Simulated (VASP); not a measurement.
# KTaO3 in VASP: notebook

The runs below take KTaO3 through single point, with PBEsol, r2SCAN.

All numbers are computed with VASP 6.6.1; they aren't measurements. Logs are shortened: lines on timing, memory, paths and dates and some standing lists are left out, and cuts for length are marked.

**1. The cell of the first run**

The structure is tetragonal, space group P4/mmm (No. 123). Conventional cell: a = 4.148 Å, b = 4.148 Å, c = 3.988 Å, α = 90.00°, β = 90.00°, γ = 90.00°. Within 2.6 Å of Ta (site symmetry 4/mmm) lie 6 O at 1.99 to 2.07 Å. Within 3.8 Å of K (site symmetry 4/mmm) lie 12 O at 2.88 to 2.93 Å and 8 Ta at 3.55 Å. O (site symmetry 4/mmm) has 2 Ta at 1.99 Å within 2.6 Å. Within 2.7 Å of O (site symmetry mmm) lie 2 Ta at 2.07 Å.

**2. Single point, PBEsol**

INCAR reads:

```
ALGO = Normal
EDIFF = 1E-6
ENCUT = 600
GGA = PS
GGA_COMPAT = False
ISIF = 2
ISMEAR = -1
LASPH = True
LCHARG = False
LREAL = False
LWAVE = False
NBANDS = 28
NELM = 120
PREC = Accurate
SIGMA = 0.05
```

KPOINTS reads:

```
k-points
0
Gamma
  6 6 6
```

POSCAR reads:

```
KTaO3
1.0
    4.1478320000      0.0000000000      0.0000000000
    0.0000000000      4.1478320000      0.0000000000
    0.0000000000      0.0000000000      3.9883000000
Ta K O
1 1 3
Direct
    0.0000000000      0.0000000000      0.0000000000
    0.5000000000      0.5000000000      0.5000000000
    0.0000000000      0.0000000000      0.5000000000
    0.0000000000      0.5000000000      0.0000000000
    0.5000000000      0.0000000000      0.0000000000
```

Potentials or basis: VASP PAW PBE potentials, release 64 (Ta_sv_GW, K_sv, O).

Launch:

```
$ cat potpaw_PBE.64/Ta_sv_GW/POTCAR potpaw_PBE.64/K_sv/POTCAR potpaw_PBE.64/O/POTCAR > POTCAR
$ mpirun -np 1 vasp_std > vasp.out
```

OUTCAR:

```text
EDIFF = 1E-6
   ENCUT = 600
   GGA = PS
   ISIF = 2
   ISMEAR = -1
   LASPH = True
   LREAL = False
   NELM = 120
   PREC = Accurate

 ion  position               nearest neighbor table
   1  0.000  0.000  0.000-   3 1.99   3 1.99   5 2.07   4 2.07   4 2.07   5 2.07   2 3.55   2 3.55
                             2 3.55   2 3.55   2 3.55   2 3.55   2 3.55   2 3.55
   2  0.500  0.500  0.500-   4 2.88   5 2.88   4 2.88   5 2.88   5 2.88   5 2.88   4 2.88   4 2.88
                             1 3.55   1 3.55   1 3.55   1 3.55   1 3.55   1 3.55   1 3.55   1 3.55
   3  0.000  0.000  0.500-   1 1.99   1 1.99
   4  0.000  0.500  0.000-   1 2.07   1 2.07   2 2.88   2 2.88   2 2.88   2 2.88
   5  0.500  0.000  0.000-   1 2.07   1 2.07   2 2.88   2 2.88   2 2.88   2 2.88

  LATTYP: Found a simple tetragonal cell.
 ALAT       =     4.1478320000
 C/A-ratio  =     0.9615384615

  Lattice vectors:

 A1 = (   4.1478320000,   0.0000000000,   0.0000000000)
 A2 = (   0.0000000000,   4.1478320000,   0.0000000000)
 A3 = (   0.0000000000,   0.0000000000,   3.9883000000)

Analysis of symmetry for initial positions (statically):
=====================================================================
 Subroutine PRICEL returns:
 Original cell was already a primitive cell.

 Routine SETGRP: Setting up the symmetry group for a
 simple tetragonal supercell.

 Subroutine GETGRP returns: Found 16 space group operations
 (whereof 16 operations were pure point group operations)
 out of a pool of 16 trial point group operations.

The static configuration has the point symmetry D_4h.

Analysis of symmetry for dynamics (positions and initial velocities):
=====================================================================
 Subroutine PRICEL returns:
 Original cell was already a primitive cell.

 Routine SETGRP: Setting up the symmetry group for a
 simple tetragonal supercell.

 Subroutine GETGRP returns: Found 16 space group operations
 (whereof 16 operations were pure point group operations)
 out of a pool of 16 trial point group operations.

The dynamic configuration has the point symmetry D_4h.

 Subroutine INISYM returns: Found 16 space group operations
 (whereof 16 operations are pure point group operations),
 and found     1 'primitive' translations

----------------------------------------------------------------------------------------

                                     Primitive cell

  volume of cell :      68.6167

  direct lattice vectors                    reciprocal lattice vectors
     4.147832000  0.000000000  0.000000000     0.241089803  0.000000000  0.000000000
     0.000000000  4.147832000  0.000000000     0.000000000  0.241089803  0.000000000
     0.000000000  0.000000000  3.988300000     0.000000000  0.000000000  0.250733395

  length of vectors
     4.147832000  4.147832000  3.988300000     0.241089803  0.241089803  0.250733395

  position of ions in fractional coordinates (direct lattice)
     0.000000000  0.000000000  0.000000000
     0.500000000  0.500000000  0.500000000
     0.000000000  0.000000000  0.500000000
     0.000000000  0.500000000  0.000000000
     0.500000000  0.000000000  0.000000000

  ion indices of the primitive-cell ions
   primitive index   ion index
                 1           1
                 2           2
                 3           3
                 4           4
                 5           5

----------------------------------------------------------------------------------------

 KPOINTS: k-points

Automatic generation of k-mesh.
 Grid dimensions read from file:
 generate k-points for:    6    6    6

 Generating k-lattice:

  Cartesian coordinates                     Fractional coordinates (reciprocal lattice)
     0.040181634  0.000000000  0.000000000     0.166666667  0.000000000  0.000000000
     0.000000000  0.040181634  0.000000000     0.000000000  0.166666667  0.000000000
     0.000000000  0.000000000  0.041788899     0.000000000  0.000000000  0.166666667

  Length of vectors
     0.040181634  0.040181634  0.041788899

  Shift w.r.t. Gamma in fractional coordinates (k-lattice)
     0.000000000  0.000000000  0.000000000

 Subroutine IBZKPT returns following result:
 ===========================================

 Found     40 irreducible k-points:

 Following reciprocal coordinates:
            Coordinates               Weight
  0.000000  0.000000  0.000000      1.000000
  0.166667  0.000000  0.000000      4.000000
  0.333333  0.000000  0.000000      4.000000
  0.500000  0.000000  0.000000      2.000000
  0.166667  0.166667  0.000000      4.000000
  0.333333  0.166667  0.000000      8.000000
[... 16 lines left out ...]
  0.333333  0.000000  0.333333      8.000000
  0.500000  0.000000  0.333333      4.000000
 [... further k-points ...]
   k-points           NKPTS =     40   k-points in BZ     NKDIM =     40   number of bands    NBANDS=     28
   number of dos      NEDOS =    301   number of ions     NIONS =      5
   total plane-waves  NPLWV =  41472
   dimension x,y,z NGX =    36 NGY =   36 NGZ =   32
   dimension x,y,z NGXF=    72 NGYF=   72 NGZF=   64
   ions per type =               1   1   3
   NGX,Y,Z   is equivalent  to a cutoff of  14.43, 14.43, 13.34 a.u.
   NGXF,Y,Z  is equivalent  to a cutoff of  28.86, 28.86, 26.68 a.u.
 SYSTEM =  unknown system
   PREC   = accura    normal or accurate (medium, high low for compatibility)
   ISTART =      0    job   : 0-new  1-cont  2-samecut
   ICHARG =      2    charge: 1-file 2-atom 10-const
   ISPIN  =      1    spin polarized calculation?
   LNONCOLLINEAR =      F non collinear calculations
   LSORBIT =      F    spin-orbit coupling
   LASPH  =      T    aspherical Exc in radial PAW
   ENCUT  =  600.0 eV  44.10 Ry    6.64 a.u.   8.28  8.28  7.97*2*pi/ulx,y,z
   NELM   =    120;   NELMIN=  2; NELMDL= -5     # of ELM steps
   EDIFF  = 0.1E-05   stopping-criterion for ELM
   LREAL  =      F    real-space projection
   EDIFFG = 0.1E-04   stopping-criterion for IOM
   NSW    =      0    number of steps for IOM
   IBRION =     -1    ionic relax: 0-MD 1-quasi-New 2-CG
   NFREE  =      0    steps in history (QN), initial steepest desc. (CG)
   ISIF   =      2    stress and relaxation
   ISYM   =      2    0-nonsym 1-usesym 2-fastsym
   POTIM  = 0.5000    time-step for ionic-motion
   TEBEG  =    0.0;   TEEND  =   0.0 temperature during run
   PSTRESS=    0.0 pullay stress
   NELECT =      40.0000    total number of electrons
   NUPDOWN=      -1.0000    fix difference up-down
   EMIN   =  10.00;   EMAX   =-10.00  energy-range for DOS
   EFERMI =   0.00;   METHOD = LEGACY
   ISMEAR =    -1;   SIGMA  =   0.05  broadening in eV -4-tet -1-fermi 0-gaus
   EFERMI_NEDOS =   21; number of points for ismear=-14 and -15
   IALGO  =     38    algorithm
   IMIX   =      4    mixing-type and parameters
     AMIX     =   0.40;   BMIX     =  1.00
     AMIX_MAG =   1.60;   BMIX_MAG =  1.00
  volume/ion in A,a.u.               =      13.72        92.61
  Fermi-wavevector in a.u.,A,eV,Ry     =   1.367576  2.584344 25.446486  1.870264
  Thomas-Fermi vector in A             =   2.493616
   LORBIT       =      0    0 simple, 1 ext, 2 COOP (PROOUT), +10 PAW based schemes
   GGA     = PS    functional components
   LHFCALC =     F    Hartree Fock is set to
   AEXX    =    0.0000 exact exchange contribution
   IVDW    =     0    specifies the selected vdW correction
   LEPSILON=     F    determine dielectric tensor
   LRPA    =     F    only Hartree local field effects (RPA)
 non-spin polarized calculation
  energy-cutoff  :      600.00
  volume of cell :       68.62
 maximum number of plane-waves:      2320
 NGX is ok and might be reduce to    36
   NGX = 17   NGY = 17   NGZ = 15

 number of electron      39.9999999 magnetization

 Free energy of the ion-electron system (eV)
  ---------------------------------------------------
  ext. energy  EPLUGINS =         0.00000000
  ---------------------------------------------------
  free energy    TOTEN  =       -45.21979821 eV

  energy without entropy =      -45.21979821  energy(sigma->0) =      -45.21979821

 E-fermi :   3.4501     XC(G=0): -10.8417

 val. band max:        2.4926886921   @ k =   0.5000   0.5000   0.5000
 cond. band min:       4.3670581503   @ k =   0.0000   0.0000   0.0000
 fundamental gap:      1.8743694582
 Fermi energy:         3.4501339900

 k-point     1 :       0.0000    0.0000    0.0000
  band No.  band energies     occupation
      1     -65.5316      2.00000
      2     -31.9236      2.00000
      3     -31.8731      2.00000
      4     -31.8731      2.00000
      5     -24.7248      2.00000
      6     -14.8726      2.00000
[... 20 lines left out ...]
     27      10.2901      0.00000
     28      10.4841      0.00000

 k-point     2 :       0.1667    0.0000    0.0000
  band No.  band energies     occupation
      1     -65.5315      2.00000
      2     -31.9231      2.00000
      3     -31.8861      2.00000
      4     -31.8726      2.00000
      5     -24.7205      2.00000
      6     -14.8501      2.00000
[... 20 lines left out ...]
     27      10.5931      0.00000
     28      10.8057      0.00000

 k-point     3 :       0.3333    0.0000    0.0000
  band No.  band energies     occupation
      1     -65.5314      2.00000
      2     -31.9222      2.00000
      3     -31.9119      2.00000
      4     -31.8716      2.00000
      5     -24.7120      2.00000
      6     -14.8318      2.00000
[... 20 lines left out ...]
     27      11.2570      0.00000
     28      11.7673      0.00000

 k-point     4 :       0.5000    0.0000    0.0000
  band No.  band energies     occupation
      1     -65.5313      2.00000
      2     -31.9248      2.00000
      3     -31.9217      2.00000
      4     -31.8712      2.00000
      5     -24.7078      2.00000
      6     -14.8310      2.00000
[... 578 lines left out ...]
     27      11.7630      0.00000
     28      12.2857      0.00000

 k-point    23 :       0.3333    0.0000    0.3333
  band No.  band energies     occupation
      1     -65.5310      2.00000
      2     -31.9878      2.00000
      3     -31.9090      2.00000
      4     -31.8691      2.00000
      5     -24.6995      2.00000
      6     -14.2150      2.00000
[... 20 lines left out ...]
     27      12.3420      0.00000
     28      12.9257      0.00000

 k-point    24 :       0.5000    0.0000    0.3333
  band No.  band energies     occupation
      1     -65.5309      2.00000
      2     -31.9872      2.00000
      3     -31.9217      2.00000
      4     -31.8686      2.00000
      5     -24.6968      2.00000
      6     -14.1822      2.00000
[... 20 lines left out ...]
     27      12.7174      0.00000
     28      13.0979      0.00000

 [... further k-points ...]

------------------------ aborting loop because EDIFF is reached ----------------------------------------

  FORCE on cell =-STRESS in cart. coord.  units (eV):
  Direction    XX          YY          ZZ          XY          YZ          ZX
  --------------------------------------------------------------------------------------
  -------------------------------------------------------------------------------------
  Total       -7.2380164     -7.2380164     -2.4231266      0.0000000      0.0000000      0.0000000
  in kB     -169.0051778   -169.0051778    -56.5791676      0.0000000      0.0000000      0.0000000
  external PRESSURE =    -131.5298411 kB  Pullay stress =       0.0000000 kB

 VOLUME and BASIS-vectors are now :
 -----------------------------------------------------------------------------
  energy-cutoff  :      600.00
  volume of cell :       68.62
      direct lattice vectors                 reciprocal lattice vectors
     4.147832000  0.000000000  0.000000000     0.241089803  0.000000000  0.000000000
     0.000000000  4.147832000  0.000000000     0.000000000  0.241089803  0.000000000
     0.000000000  0.000000000  3.988300000     0.000000000  0.000000000  0.250733395

 POSITION                                       TOTAL-FORCE (eV/Angst)
 -----------------------------------------------------------------------------------
      0.00000      0.00000      0.00000         0.000000      0.000000      0.000000
      2.07392      2.07392      1.99415         0.000000      0.000000      0.000000
      0.00000      0.00000      1.99415         0.000000      0.000000      0.000000
      0.00000      2.07392      0.00000         0.000000      0.000000      0.000000
      2.07392      0.00000      0.00000         0.000000      0.000000      0.000000
 -----------------------------------------------------------------------------------
    total drift:                                0.000000      0.000000     -0.000000

  FREE ENERGIE OF THE ION-ELECTRON SYSTEM (eV)
  ---------------------------------------------------
  free  energy   TOTEN  =       -45.2197982113 eV

  energy  without entropy=      -45.2197982106  energy(sigma->0) =      -45.21979821
```

It took 54 s on 1 thread of Intel Xeon 6975P-C (Granite Rapids), shared host; peak memory 0.25 GiB.

Results:

```yaml
Free_energy: -45.2198 eV
Pressure: -13.2 GPa
Band_gap_on_the_k_mesh: 1.87 eV, indirect (least direct gap 2.52 eV)
```

Caveat: the PAW data sets were made with another functional, which shifts forces and pressure a little; spin-orbit coupling is left out, which moves the levels of the heavy elements. A k mesh can miss the band edges.

[end of part 1 of 2]
